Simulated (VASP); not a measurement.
# MgO (Fm-3m) in VASP: a series of runs, part 2 of 2

VASP 6.6.1. The steps go on from the part before.

**3. Single point, r2SCAN**

This run uses another cell than the first one, of 9.08 Å³/atom.

Input file POSCAR:

```
MgO
1.0
    0.0000000000      2.0861972156      2.0861972156
    2.0861972156      0.0000000000      2.0861972156
    2.0861972156      2.0861972156      0.0000000000
Mg O
1 1
Direct
    0.0000000000      0.0000000000      0.0000000000
    0.5000000000      0.5000000000      0.5000000000
```

Input file INCAR.step1:

```
PREC     = Accurate       # precision mode
ENCUT    = 920            # plane-wave cutoff, eV
ISMEAR   = 0              # smearing method
SIGMA    = 0.01           # smearing width, eV
LREAL    = False          # projectors in reciprocal space
LASPH    = True           # aspherical terms in the spheres
NELM     = 120            # most SCF steps
NBANDS   = 15             # bands
GGA      = PE             # functional
ALGO     = Normal         # electronic algorithm
EDIFF    = 1E-5           # SCF threshold, eV
LWAVE    = True           # write WAVECAR
LCHARG   = False          # write CHGCAR
GGA_COMPAT= False
```

Input file INCAR.step2:

```
PREC     = Accurate       # precision mode
ENCUT    = 920            # plane-wave cutoff, eV
EDIFF    = 1E-6           # SCF threshold, eV
ISMEAR   = 0              # smearing method
SIGMA    = 0.01           # smearing width, eV
LREAL    = False          # projectors in reciprocal space
LASPH    = True           # aspherical terms in the spheres
NELM     = 120            # most SCF steps
ALGO     = Normal         # electronic algorithm
ISIF     = 2              # what is computed and relaxed
LWAVE    = False          # write WAVECAR
LCHARG   = False          # write CHGCAR
METAGGA  = R2SCAN         # meta-GGA
LMIXTAU  = True         
NBANDS   = 15             # bands
ISTART   = 1            
GGA_COMPAT= False
```

Input file KPOINTS:

```
Automatic mesh
0
Gamma
  10 10 10
```

Potentials or basis: VASP PAW PBE potentials, release 64 (Mg_sv, O).

On the command line:

```
$ cat potpaw_PBE.64/Mg_sv/POTCAR potpaw_PBE.64/O/POTCAR > POTCAR
$ cp INCAR.step1 INCAR
$ mpirun -np 1 vasp_std > vasp.out
$ cp INCAR.step2 INCAR
$ mpirun -np 1 vasp_std > vasp.out
```

OUTCAR:

```text
PREC = Accurate
   ENCUT = 920
   EDIFF = 1E-6
   ISMEAR = 0
   LREAL = False
   LASPH = True
   NELM = 120
   ISIF = 2
   METAGGA = R2SCAN
   ISTART = 1

 ion  position               nearest neighbor table
   1  0.000  0.000  0.000-   2 2.09   2 2.09   2 2.09   2 2.09   2 2.09   2 2.09
   2  0.500  0.500  0.500-   1 2.09   1 2.09   1 2.09   1 2.09   1 2.09   1 2.09

  LATTYP: Found a face centered cubic cell.
 ALAT       =     4.1723944312

  Lattice vectors:

 A1 = (   0.0000000000,   2.0861972156,   2.0861972156)
 A2 = (   2.0861972156,   0.0000000000,   2.0861972156)
 A3 = (   2.0861972156,   2.0861972156,   0.0000000000)

Analysis of symmetry for initial positions (statically):
=====================================================================
 Subroutine PRICEL returns:
 Original cell was already a primitive cell.

 Routine SETGRP: Setting up the symmetry group for a
 face centered cubic supercell.

 Subroutine GETGRP returns: Found 48 space group operations
 (whereof 48 operations were pure point group operations)
 out of a pool of 48 trial point group operations.

The static configuration has the point symmetry O_h .

Analysis of symmetry for dynamics (positions and initial velocities):
=====================================================================
 Subroutine PRICEL returns:
 Original cell was already a primitive cell.

 Routine SETGRP: Setting up the symmetry group for a
 face centered cubic supercell.

 Subroutine GETGRP returns: Found 48 space group operations
 (whereof 48 operations were pure point group operations)
 out of a pool of 48 trial point group operations.

The dynamic configuration has the point symmetry O_h .

 Subroutine INISYM returns: Found 48 space group operations
 (whereof 48 operations are pure point group operations),
 and found     1 'primitive' translations

----------------------------------------------------------------------------------------

                                     Primitive cell

  volume of cell :      18.1592

  direct lattice vectors                    reciprocal lattice vectors
     0.000000000  2.086197216  2.086197216    -0.239670534  0.239670534  0.239670534
     2.086197216  0.000000000  2.086197216     0.239670534 -0.239670534  0.239670534
     2.086197216  2.086197216  0.000000000     0.239670534  0.239670534 -0.239670534

  length of vectors
     2.950328396  2.950328396  2.950328396     0.415121541  0.415121541  0.415121541

  position of ions in fractional coordinates (direct lattice)
     0.000000000  0.000000000  0.000000000
     0.500000000  0.500000000  0.500000000

  ion indices of the primitive-cell ions
   primitive index   ion index
                 1           1
                 2           2

----------------------------------------------------------------------------------------

 KPOINTS: Automatic mesh

Automatic generation of k-mesh.
 Grid dimensions read from file:
 generate k-points for:   10   10   10

 Generating k-lattice:

  Cartesian coordinates                     Fractional coordinates (reciprocal lattice)
    -0.023967053  0.023967053  0.023967053     0.100000000  0.000000000  0.000000000
     0.023967053 -0.023967053  0.023967053     0.000000000  0.100000000  0.000000000
     0.023967053  0.023967053 -0.023967053     0.000000000  0.000000000  0.100000000

  Length of vectors
     0.041512154  0.041512154  0.041512154

[... 39 lines left out ...]
   dimension x,y,z NGXF=    60 NGYF=   60 NGZF=   60
   ions per type =               1   1
   NGX,Y,Z   is equivalent  to a cutoff of  16.90, 16.90, 16.90 a.u.
   NGXF,Y,Z  is equivalent  to a cutoff of  33.81, 33.81, 33.81 a.u.
 SYSTEM =  unknown system
   PREC   = accura    normal or accurate (medium, high low for compatibility)
   ISTART =      1    job   : 0-new  1-cont  2-samecut
   ICHARG =      0    charge: 1-file 2-atom 10-const
   ISPIN  =      1    spin polarized calculation?
   LNONCOLLINEAR =      F non collinear calculations
   LSORBIT =      F    spin-orbit coupling
   LASPH  =      T    aspherical Exc in radial PAW
   ENCUT  =  920.0 eV  67.62 Ry    8.22 a.u.   7.30  7.30  7.30*2*pi/ulx,y,z
   NELM   =    120;   NELMIN=  2; NELMDL=  0     # of ELM steps
   EDIFF  = 0.1E-05   stopping-criterion for ELM
   LREAL  =      F    real-space projection
   EDIFFG = 0.1E-04   stopping-criterion for IOM
   NSW    =      0    number of steps for IOM
   IBRION =     -1    ionic relax: 0-MD 1-quasi-New 2-CG
   NFREE  =      0    steps in history (QN), initial steepest desc. (CG)
   ISIF   =      2    stress and relaxation
   ISYM   =      2    0-nonsym 1-usesym 2-fastsym
   POTIM  = 0.5000    time-step for ionic-motion
   TEBEG  =    0.0;   TEEND  =   0.0 temperature during run
   PSTRESS=    0.0 pullay stress
   NELECT =      16.0000    total number of electrons
   NUPDOWN=      -1.0000    fix difference up-down
   EMIN   =  10.00;   EMAX   =-10.00  energy-range for DOS
   EFERMI =   0.00;   METHOD = LEGACY
   ISMEAR =     0;   SIGMA  =   0.01  broadening in eV -4-tet -1-fermi 0-gaus
   EFERMI_NEDOS =   21; number of points for ismear=-14 and -15
   IALGO  =     38    algorithm
   IMIX   =      4    mixing-type and parameters
     AMIX     =   0.40;   BMIX     =  1.00
     AMIX_MAG =   1.60;   BMIX_MAG =  1.00
  volume/ion in A,a.u.               =       9.08        61.27
  Fermi-wavevector in a.u.,A,eV,Ry     =   1.569457  2.965844 33.513813  2.463196
  Thomas-Fermi vector in A             =   2.671337
   LORBIT       =      0    0 simple, 1 ext, 2 COOP (PROOUT), +10 PAW based schemes
   METAGGA = R2SCAN    functional components
   LHFCALC =     F    Hartree Fock is set to
   AEXX    =    0.0000 exact exchange contribution
   IVDW    =     0    specifies the selected vdW correction
   LEPSILON=     F    determine dielectric tensor
   LRPA    =     F    only Hartree local field effects (RPA)
 non-spin polarized calculation
 Gauss-broadening in eV      SIGMA  =   0.01
  energy-cutoff  :      920.00
  volume of cell :       18.16
 maximum number of plane-waves:      1179
 NGX is ok and might be reduce to    30
   NGX = 15   NGY = 15   NGZ = 15

 number of electron      16.0000004 magnetization

 Free energy of the ion-electron system (eV)
  ---------------------------------------------------
  ext. energy  EPLUGINS =         0.00000000
  ---------------------------------------------------
  free energy    TOTEN  =       -16.14742289 eV

  energy without entropy =      -16.14742289  energy(sigma->0) =      -16.14742289

 E-fermi :   2.9244     XC(G=0): -12.1997

 val. band max:        2.7072247661   @ k =   0.0000   0.0000   0.0000
 cond. band min:       8.6437921655   @ k =   0.0000   0.0000   0.0000
 fundamental gap:      5.9365673994
 Fermi energy:         2.9243609661

 k-point     1 :       0.0000    0.0000    0.0000
  band No.  band energies     occupation
      1     -72.1584      2.00000
      2     -37.2425      2.00000
      3     -37.2425      2.00000
      4     -37.2425      2.00000
      5     -15.6262      2.00000
      6       2.7072      2.00000
      7       2.7072      2.00000
      8       2.7072      2.00000
      9       8.6438      0.00000
     10      19.7377      0.00000
     11      19.7377      0.00000
     12      19.7377      0.00000
     13      23.9279      0.00000
     14      25.7870      0.00000
[... 401 lines left out ...]
      2     -37.3085      2.00000
      3     -37.2688      2.00000
      4     -37.2661      2.00000
      5     -14.3528      2.00000
      6      -0.9482      2.00000
      7       1.3548      2.00000
      8       1.5744      2.00000
      9      13.5741      0.00000
     10      14.0209      0.00000
     11      17.8722      0.00000
     12      22.6461      0.00000
     13      22.8706      0.00000
     14      29.4186      0.00000
     15      31.8663      0.00000

 [... further k-points ...]

------------------------ aborting loop because EDIFF is reached ----------------------------------------

  FORCE on cell =-STRESS in cart. coord.  units (eV):
  Direction    XX          YY          ZZ          XY          YZ          ZX
  --------------------------------------------------------------------------------------
  -------------------------------------------------------------------------------------
  Total        0.5117273      0.5117273      0.5117273      0.0000000      0.0000000      0.0000000
  in kB       45.1495163     45.1495163     45.1495163      0.0000000      0.0000000      0.0000000
  external PRESSURE =      45.1495163 kB  Pullay stress =       0.0000000 kB

 VOLUME and BASIS-vectors are now :
 -----------------------------------------------------------------------------
  energy-cutoff  :      920.00
  volume of cell :       18.16
      direct lattice vectors                 reciprocal lattice vectors
     0.000000000  2.086197216  2.086197216    -0.239670534  0.239670534  0.239670534
     2.086197216  0.000000000  2.086197216     0.239670534 -0.239670534  0.239670534
     2.086197216  2.086197216  0.000000000     0.239670534  0.239670534 -0.239670534

 POSITION                                       TOTAL-FORCE (eV/Angst)
 -----------------------------------------------------------------------------------
      0.00000      0.00000      0.00000         0.000000      0.000000      0.000000
      2.08620      2.08620      2.08620        -0.000000     -0.000000     -0.000000
 -----------------------------------------------------------------------------------
    total drift:                                0.000000      0.000000      0.000000

  FREE ENERGIE OF THE ION-ELECTRON SYSTEM (eV)
  ---------------------------------------------------
  free  energy   TOTEN  =       -16.1474228893 eV

  energy  without entropy=      -16.1474228893  energy(sigma->0) =      -16.14742289
```

It took 58 s on 1 thread of Intel Xeon 6975P-C (Granite Rapids), shared host; peak memory 0.18 GiB.

What came out:

```yaml
Free_energy: -16.1474 eV
Pressure: 4.5 GPa
Band_gap_on_the_k_mesh: 5.94 eV
```

Caveat: the cell stands under pressure; the PAW data sets were made with another functional, which shifts forces and pressure a little.
